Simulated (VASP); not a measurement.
Sn:

```xyz
2
Lattice="-2.9401 2.9401 1.5993 2.9401 -2.9401 1.5993 2.9401 2.9401 -1.5993" Properties=species:S:1:pos:R:3 pbc="T T T"
Sn    0.0000    0.0000    0.0000
Sn    0.0000    2.9401    0.7997
```

| Item | Value |
| --- | --- |
| Program | VASP 6.6.1 |
| Task | relaxation of cell and atoms |
| Functional | revPBE |
| Dispersion | D3(BJ) |
| Potentials or basis | VASP PAW PBE potentials, release 64 (Sn_d) |
| Cutoff | 600 eV |
| k mesh | 9 × 9 × 9 |
| Occupations | fermi-dirac, width 0.05 eV |
| Spin | no spin polarisation |

At the start: pressure -1.6 GPa; volume 27.65 Å³/atom.

Problem. How do energy, volume and symmetry change on relaxing?

Solution. Over 7 steps the energy falls by 4.5 meV/atom and the volume is 26.79 Å³/atom (-3.1 %); space group I4_1/amd (No. 141, to 0.1 Å) before and after.

Step by step:
| step | energy change (eV) | largest force (eV/Å) | pressure (GPa) | volume (Å³) |
| --- | --- | --- | --- | --- |
| 1 | 0.0000 | 0.0000 | -1.60 | 55.30 |
| 2 | -0.0081 | 0.0000 | 0.55 | 53.12 |
| 3 | -0.0088 | 0.0000 | 0.01 | 53.60 |
| 4 | -0.0088 | 0.0000 | 0.06 | 53.57 |
| 5 | -0.0090 | 0.0000 | 0.05 | 53.57 |
| 6 | -0.0090 | 0.0000 | 0.03 | 53.58 |
| 7 | -0.0090 | 0.0000 | 0.03 | 53.58 |

Final structure:
```
CELL_PARAMETERS angstrom
-2.91657 2.91657 1.57458
2.91657 -2.91657 1.57458
2.91657 2.91657 -1.57458
ATOMIC_POSITIONS crystal
Sn 0.00000 0.00000 0.00000
Sn 0.75000 0.25000 0.50000
```

Caveat: the PAW data sets were made with another functional, which shifts forces and pressure a little.
